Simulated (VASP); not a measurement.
# Au (P6_3/mmc) in VASP: a series of runs, part 3 of 3

VASP 6.6.1. The steps go on from the part before.

### Step 5. Single point, PBEsol

This run uses another cell than the first one, of the same volume but with other edges.

INCAR reads:

```
SYSTEM = Au
ALGO = Fast
EDIFF = 1E-6
ENCUT = 520
GGA = PS
ISIF = 2
ISMEAR = 0
LASPH = .TRUE.
LCHARG = .TRUE.
LELF = .TRUE.
LREAL = .FALSE.
LVHAR = .TRUE.
LWAVE = .FALSE.
NBANDS = 18
NELM = 80
PREC = Accurate
SIGMA = 0.15
```

KPOINTS reads:

```
k-points
0
G
  24 24 12
  0 0 0
```

POSCAR reads:

```
Au
1.0
    2.7290029879      0.0000000000      0.0000000000
   -1.3645014940      2.3633859145      0.0000000000
    0.0000000000      0.0000000000      5.5107069851
Au
2
Direct
    0.3333333333      0.6666666667      0.7500000000
    0.6666666667      0.3333333333      0.2500000000
```

Potentials or basis: VASP PAW PBE potentials, release 64 (Au).

On the command line:

```bash
cat potpaw_PBE.64/Au/POTCAR > POTCAR
mpirun -np 1 vasp_std > vasp.out
```

OUTCAR:

```text
SYSTEM = Au
   EDIFF = 1E-6
   ENCUT = 520
   GGA = PS
   ISIF = 2
   ISMEAR = 0
   LASPH = .TRUE.
   LREAL = .FALSE.
   NELM = 80
   PREC = Accurate

 ion  position               nearest neighbor table
   1  0.333  0.667  0.750-   2 3.17   2 3.17   2 3.17   2 3.17   2 3.17   2 3.17
   2  0.667  0.333  0.250-   1 3.17   1 3.17   1 3.17   1 3.17   1 3.17   1 3.17

  LATTYP: Found a hexagonal cell.
 ALAT       =     2.7290029879
 C/A-ratio  =     2.0193114517

  Lattice vectors:

 A1 = (   2.7290029879,   0.0000000000,   0.0000000000)
 A2 = (  -1.3645014940,   2.3633859145,   0.0000000000)
 A3 = (   0.0000000000,   0.0000000000,   5.5107069851)

Analysis of symmetry for initial positions (statically):
=====================================================================
 Subroutine PRICEL returns:
 Original cell was already a primitive cell.

 Routine SETGRP: Setting up the symmetry group for a
 hexagonal supercell.

 Subroutine GETGRP returns: Found 24 space group operations
 (whereof 12 operations were pure point group operations)
 out of a pool of 24 trial point group operations.

The static configuration has the point symmetry D_3d.
 The point group associated with its full space group is D_6h.

[... 156 lines left out ...]
  ext. energy  EPLUGINS =         0.00000000
  ---------------------------------------------------
  free energy    TOTEN  =        -7.60114050 eV

  energy without entropy =       -7.59373988  energy(sigma->0) =       -7.59744019

 E-fermi :   8.5587     XC(G=0): -12.5895

 val. band max:        8.5499930196   @ k =   0.2917   0.1667   0.1667
 cond. band min:       8.5596661290   @ k =   0.3333   0.1250   0.3333
 fundamental gap:      0.0096731094
 Fermi energy:         8.5587153486

 k-point     1 :       0.0000    0.0000    0.0000
  band No.  band energies     occupation
      1      -1.0103      2.00000
      2       0.6443      2.00000
      3       3.0712      2.00000
      4       4.0036      2.00000
      5       4.0036      2.00000
      6       4.1236      2.00000
[... 481 lines left out ...]
      5       4.5624      2.00000
      6       5.0173      2.00000
[... 10 lines left out ...]
     17      20.8861      0.00000
     18      24.1740      0.00000

 [... further k-points ...]
[... 5 lines left out ...]
  --------------------------------------------------------------------------------------
  -------------------------------------------------------------------------------------
  Total        1.5723674      1.5723674     -2.0914385     -0.0000000      0.0000000      0.0000000
  in kB       70.8791734     70.8791734    -94.2778589     -0.0000000      0.0000000      0.0000000
  external PRESSURE =      15.8268293 kB  Pullay stress =       0.0000000 kB

 VOLUME and BASIS-vectors are now :
 -----------------------------------------------------------------------------
  energy-cutoff  :      520.00
  volume of cell :       35.54
      direct lattice vectors                 reciprocal lattice vectors
     2.729002988  0.000000000  0.000000000     0.366434190  0.211560878  0.000000000
    -1.364501494  2.363385914  0.000000000     0.000000000  0.423121757  0.000000000
     0.000000000  0.000000000  5.510706985     0.000000000  0.000000000  0.181464920

 POSITION                                       TOTAL-FORCE (eV/Angst)
 -----------------------------------------------------------------------------------
     -0.00000      1.57559      4.13303         0.000000     -0.000000      0.000000
      1.36450      0.78780      1.37768        -0.000000      0.000000      0.000000
 -----------------------------------------------------------------------------------
    total drift:                               -0.000000      0.000000     -0.000000

  FREE ENERGIE OF THE ION-ELECTRON SYSTEM (eV)
  ---------------------------------------------------
  free  energy   TOTEN  =        -7.6011404958 eV

  energy  without entropy=       -7.5937398846  energy(sigma->0) =       -7.59744019
```

OSZICAR:

```text
N       E                     dE             d eps       ncg     rms          rms(c)
DAV:   1     0.121529492123E+03    0.12153E+03   -0.11691E+04 15412   0.118E+03
DAV:   2    -0.621353514366E+01   -0.12774E+03   -0.12167E+03 16242   0.259E+02
DAV:   3    -0.831353446069E+01   -0.21000E+01   -0.20880E+01 18274   0.336E+01
DAV:   4    -0.832304561834E+01   -0.95112E-02   -0.95100E-02 16982   0.235E+00
DAV:   5    -0.832313628329E+01   -0.90665E-04   -0.90664E-04 17200   0.245E-01    0.131E+01
RMM:   6    -0.764575092242E+01    0.67739E+00   -0.12173E+00 15394   0.816E+00    0.829E+00
RMM:   7    -0.760720094605E+01    0.38550E-01   -0.13249E-01 16028   0.286E+00    0.366E+00
RMM:   8    -0.760120737116E+01    0.59936E-02   -0.17165E-02 16126   0.103E+00    0.516E-01
RMM:   9    -0.760113221876E+01    0.75152E-04   -0.11866E-03 16974   0.258E-01    0.158E-01
RMM:  10    -0.760114308123E+01   -0.10862E-04   -0.19110E-04 17038   0.924E-02    0.129E-01
RMM:  11    -0.760114034743E+01    0.27338E-05   -0.35794E-05 16858   0.390E-02    0.182E-02
RMM:  12    -0.760114049584E+01   -0.14841E-06   -0.55172E-06 13863   0.148E-02
   1 F= -.76011405E+01 E0= -.75974402E+01  d E =-.740061E-02
```

It took 98 s on 1 thread of AMD EPYC 9R45 (Zen 5), shared host; peak memory 0.29 GiB.

What came out:

- Free energy: -7.6011 eV
- Pressure: 1.6 GPa
- Band gap on the k mesh: zero (bands 11 and 12 overlap by 7.19 eV)

Caveat: the PAW data sets were made with another functional, which shifts forces and pressure a little; spin-orbit coupling is left out, which moves the levels of the heavy elements.

### Step 6. Single point, PBEsol

This run uses another cell than the first one, of the same volume but with other edges.

INCAR reads:

```
ALGO = Fast
EDIFF = 1E-7
ENCUT = 520
GGA = PS
ISIF = 2
ISMEAR = 0
LASPH = T
LCHARG = F
LREAL = F
LWAVE = F
NBANDS = 18
NELM = 100
PREC = Accurate
SIGMA = 0.15
```

KPOINTS reads:

```
k-points
0
Gamma
  24 24 12
```

POSCAR reads:

```
Au
1.0
    2.9817311615      0.0000000000      0.0000000000
   -1.4908655807      2.5822549331      0.0000000000
    0.0000000000      0.0000000000      4.6161336414
Au
2
Direct
    0.3333333333      0.6666666667      0.7500000000
    0.6666666667      0.3333333333      0.2500000000
```

Potentials or basis: VASP PAW PBE potentials, release 64 (Au).

On the command line:

```bash
cat potpaw_PBE.64/Au/POTCAR > POTCAR
mpirun -np 1 vasp_std > vasp.out
```

Wall time 2.3 min (1 thread of AMD EPYC 9R45 (Zen 5), shared host); peak memory 0.31 GiB.

The run converged. Its results:

* Free energy: -7.7692 eV
* Pressure: -6.1 GPa
* Band gap on the k mesh: zero (bands 11 and 12 overlap by 6.49 eV)

Stress tensor (GPa, compression positive):
```
-7.90  0.00  0.00
 0.00 -7.90  0.00
 0.00  0.00 -2.42
```

Levels at points of the mesh, in eV from the Fermi level:
| k point | band 8 | band 9 | band 10 | band 11 | band 12 | band 13 | band 14 | band 15 |
| --- | --- | --- | --- | --- | --- | --- | --- | --- |
| (0.00, 0.00, 0.00) | -3.75 | -3.75 | -2.07 | -2.07 | -0.38 | 3.54 | 14.15 | 16.75 |
| (0.50, 0.00, 0.00) | -2.08 | -1.80 | -1.66 | 0.12 | 1.06 | 6.25 | 7.58 | 7.61 |
| (0.00, 0.00, 0.50) | -4.39 | -2.50 | -2.50 | -2.50 | -2.50 | 12.16 | 12.16 | 14.44 |
| (0.50, 0.00, 0.50) | -2.29 | -1.90 | -1.90 | 0.44 | 0.44 | 3.63 | 3.63 | 12.93 |

Caveat: the cell stands under tension; the PAW data sets were made with another functional, which shifts forces and pressure a little; spin-orbit coupling is left out, which moves the levels of the heavy elements.

### Step 7. The runs side by side

```tsv
cell	further INCAR settings	gap on the mesh (eV)	pressure (GPa)
a = 3.124, b = 3.124, c = 4.205 Å, angles 90.0, 90.0, 120.0°, 2 atoms	ALGO = Fast; EDIFF = 1e-06; NBANDS = 18	none	-0.6
a = 2.657, b = 2.657, c = 5.813 Å, angles 90.0, 90.0, 120.0°, 2 atoms	ALGO = Fast; EDIFF = 1e-06; NBANDS = 18	none	10.6
a = 3.061, b = 3.061, c = 4.379 Å, angles 90.0, 90.0, 120.0°, 2 atoms	ALGO = Fast; EDIFF = 1e-06; NBANDS = 18	none	-3.4
a = 2.729, b = 2.729, c = 5.511 Å, angles 90.0, 90.0, 120.0°, 2 atoms	ALGO = Fast; EDIFF = 1e-06; NBANDS = 18	none	1.6
a = 2.982, b = 2.982, c = 4.616 Å, angles 90.0, 90.0, 120.0°, 2 atoms	ALGO = Fast; EDIFF = 1e-07; NBANDS = 18	none	-6.1
```

Alike in all rows: task single point; level PBEsol; potentials or basis VASP PAW PBE potentials, release 64 (Au); no spin polarisation; k mesh 24 × 24 × 12; cutoff (eV) 520; smearing gaussian 0.15 eV.

Caveats: the PAW data sets were made with another functional, which shifts forces and pressure a little; spin-orbit coupling is left out, which moves the levels of the heavy elements; the cell stands under tension (at least some runs); the cell stands under pressure (at least some runs).

Absolute energies hang on the potentials; compare differences alone.
